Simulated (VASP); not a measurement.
# Bi (Pm-3m) in VASP: further runs, part 2 of 2

VASP 6.6.1.

## Step 5: Relaxation of cell and atoms, LDA, target pressure 15 GPa, at which the enthalpy is minimised

This run uses another cell than the first one, of 38.61 Å³/atom, 1.563 times its volume.

INCAR reads:

```
PREC = Accurate
ENCUT = 500
EDIFF = 1E-7
ISMEAR = 0
SIGMA = 0.1
LREAL = F
LASPH = T
NELM = 120
ALGO = Normal
ISIF = 3
LWAVE = F
LCHARG = F
GGA = CA
IBRION = 2
NSW = 80
EDIFFG = -0.02
PSTRESS = 150.0
GGA_COMPAT = F
NELMIN = 4
```

KPOINTS reads:

```
regular mesh
0
Gamma
  5 5 5
```

POSCAR reads:

```
Bi
1.0
    3.3800000000      0.0000000000      0.0000000000
    0.0000000000      3.3800000000      0.0000000000
    0.0000000000      0.0000000000      3.3800000000
Bi
1
Direct
    0.0000000000      0.0000000000      0.0000000000
```

Started as:

```bash
cat potpaw_LDA.64/Bi_d/POTCAR > POTCAR
mpirun -np 1 vasp_std > vasp.out
```

Run time: 55 s. Hardware: 1 thread of AMD EPYC 7R13, shared host; peak memory 0.12 GiB.

Results (log left out):

| Quantity | Value |
| --- | --- |
| Free energy | -4.2368 eV |
| Relaxed volume | 27.45 Å³/atom |
| Relaxed cell | a = 3.017 Å, b = 3.017 Å, c = 3.017 Å, α = 90.00°, β = 90.00°, γ = 90.00° |
| Space group after relaxing (to 0.05 Å) | Pm-3m (No. 221) |
| Energy change on relaxing (the enthalpy is what falls) | +80.2 meV/atom |
| Ionic steps | 15 |
| Pressure after relaxing | 14.9 GPa |

The path:
```
step  energy change (eV)  largest force (eV/Å)  pressure (GPa)  volume (Å³)
   1              0.0000                0.0000           -6.22        38.61
   2              4.9455                0.0000          186.54        16.51
   3             -0.0309                0.0000            9.31        28.94
   4              0.0230                0.0000           12.14        28.13
   5              0.0853                0.0000           15.12        27.40
   6              0.0670                0.0000           14.28        27.60
   7              0.0679                0.0000           14.29        27.59
   8              0.0707                0.0000           14.47        27.56
   9              0.0708                0.0000           14.45        27.56
  10              0.0709                0.0000           14.46        27.55
  11              0.0712                0.0000           14.47        27.55
  12              0.0718                0.0000           14.48        27.54
  13              0.0730                0.0000           14.52        27.53
  14              0.0754                0.0000           14.68        27.50
  15              0.0802                0.0000           14.89        27.45
```

Final structure:
```
Bi
1.0
     3.01668    0.00000    0.00000
     0.00000    3.01668    0.00000
     0.00000    0.00000    3.01668
Bi
1
Direct
  0.00000 0.00000 0.00000
```

Levels at points of the mesh, in eV from the Fermi level:
| k point | band 3 | band 4 | band 5 | band 6 | band 7 | band 8 | band 9 | band 10 | band 11 |
| --- | --- | --- | --- | --- | --- | --- | --- | --- | --- |
| (0.00, 0.00, 0.00) | -23.11 | -23.11 | -23.11 | -15.21 | 3.30 | 3.30 | 3.30 | 7.29 | 8.29 |

Caveat: the k points lie up to 0.42 Å⁻¹ apart in the final cell; the cell is relaxed towards a set pressure, so the enthalpy falls and the energy may rise; the volume moved by over 15 % at a fixed basis, so the end points are rough; spin-orbit coupling is left out, which moves the levels of the heavy elements.

## Step 6: Relaxation of cell and atoms, LDA, target pressure 30 GPa, at which the enthalpy is minimised

This run uses another cell than the first one, of 38.61 Å³/atom, 1.563 times its volume.

INCAR reads:

```
SYSTEM = Bi
PREC = Accurate
ENCUT = 500
EDIFF = 1E-7
ISMEAR = 0
SIGMA = 0.1
LREAL = .False.
LASPH = .True.
NELM = 120
ALGO = Normal
ISIF = 3
LWAVE = .False.
LCHARG = .False.
IBRION = 2
NSW = 80
EDIFFG = -0.02
PSTRESS = 300.0
GGA_COMPAT = .False.
NELMIN = 4
```

KPOINTS reads:

```
Automatic mesh
0
Gamma
  5 5 5
  0 0 0
```

POSCAR is that of step 5.

Potentials or basis: VASP PAW LDA potentials, release 64 (Bi_d).

Started as:

```bash
cat potpaw_LDA.64/Bi_d/POTCAR > POTCAR
mpirun -np 1 vasp_std > vasp.out
```

It took 64 s on 1 thread of AMD EPYC 7R13, shared host; peak memory 0.13 GiB.

It converged, with:

```
Free energy                                            : -3.8725 eV
Relaxed volume                                         : 24.77 Å³/atom
Relaxed cell                                           : a = 2.915 Å, b = 2.915 Å, c = 2.915 Å, α = 90.00°, β = 90.00°, γ = 90.00°
Space group after relaxing (to 0.05 Å)                 : Pm-3m (No. 221)
Energy change on relaxing (the enthalpy is what falls) : +444.6 meV/atom
Ionic steps                                            : 10
Pressure after relaxing                                : 30.0 GPa
```

Step by step:
```
step  energy change (eV)  largest force (eV/Å)  pressure (GPa)  volume (Å³)
   1              0.0000                0.0000           -6.22        38.61
   2             48.0072                0.0000         2283.87         7.49
   3             -0.1090                0.0000           -3.10        35.00
   4             -0.1303                0.0000            0.81        32.36
   5              0.9298                0.0000           48.16        22.75
   6              0.3294                0.0000           25.45        25.44
   7              0.4331                0.0000           29.55        24.83
   8              0.4778                0.0000           31.28        24.60
   9              0.3666                0.0000           26.96        25.21
  10              0.4446                0.0000           29.99        24.77
```

Final structure:
```
CELL_PARAMETERS angstrom
2.91513 0.00000 0.00000
0.00000 2.91513 0.00000
0.00000 0.00000 2.91513
ATOMIC_POSITIONS crystal
Bi 0.00000 0.00000 0.00000
```

Levels at points of the mesh, in eV from the Fermi level:
```csv
k point,band 3,band 4,band 5,band 6,band 7,band 8,band 9,band 10,band 11
"(0.00, 0.00, 0.00)",-23.25,-23.25,-23.25,-16.20,3.50,3.50,3.50,7.91,8.70
```

Caveat: the k points lie up to 0.43 Å⁻¹ apart in the final cell; the cell is relaxed towards a set pressure, so the enthalpy falls and the energy may rise; the volume moved by over 15 % at a fixed basis, so the end points are rough; spin-orbit coupling is left out, which moves the levels of the heavy elements.

## Step 7: Summary

| task | cell | gap on the mesh (eV) | pressure (GPa) |
| --- | --- | --- | --- |
| single point | a = 2.913 Å, 1 atom | none | 30.3 |
| single point | a = 3.200 Å, 1 atom | none | 0.1 |
| relaxation of cell and atoms | relaxed from a = 3.380 Å, 1 atom | none | 0.0 |
| relaxation of cell and atoms | relaxed to 15 GPa from a = 3.380 Å, 1 atom | none | 14.9 |
| relaxation of cell and atoms | relaxed to 30 GPa from a = 3.380 Å, 1 atom | none | 30.0 |

Alike in all rows: level LDA; potentials or basis VASP PAW LDA potentials, release 64 (Bi_d); no spin polarisation; k mesh 5 × 5 × 5; cutoff (eV) 500; smearing gaussian 0.1 eV.

Caveats: all runs use coarse meshes; spin-orbit coupling is left out, which moves the levels of the heavy elements; the volume moved by over 15 % at a fixed basis, so the end points are rough (some runs); the cell is relaxed towards a set pressure, so the enthalpy falls and the energy may rise (some runs).

Absolute energies hang on the potentials; compare differences alone.
